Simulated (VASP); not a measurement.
Here is a VASP 6.6.1 calculation.

File INCAR:

```
PREC = Accurate ; ENCUT = 520
EDIFF = 1E-6 ; ISMEAR = 0
SIGMA = 0.05 ; LREAL = False
LASPH = True ; NELM = 60
ALGO = Normal ; ISIF = 2
LWAVE = False ; LCHARG = False
NBANDS = 15
```

KPOINTS

```
Automatic mesh
0
Gamma
  6 6 4
```

Contents of POSCAR:

```
MgI2
1.0
    4.0774752860      0.0000000000      0.0000000000
   -2.0387376430      3.5311971809      0.0000000000
    0.0000000000      0.0000000000      6.6885602206
Mg I
1 2
Direct
    0.0000000000      0.0000000000      0.0000000000
    0.3333333333      0.6666666667      0.7672995888
    0.6666666667      0.3333333333      0.2327004112
```

Potentials or basis: VASP PAW LDA potentials, release 64 (Mg, I).

Launch:

```console
$ cat potpaw_LDA.64/Mg/POTCAR potpaw_LDA.64/I/POTCAR > POTCAR
$ mpirun -np 1 vasp_std > vasp.out
```

Task: Predict the largest force.

Result: 0.599 eV/Å.

Task: What does it give for the pressure?

Result: 1.8 GPa.

Stress tensor (GPa, compression positive):
```
1.35 0.00 0.00
0.00 1.35 0.00
0.00 0.00 2.58
```

Caveat: the cell differs from its parent crystal (atoms shifted along a free coordinate).
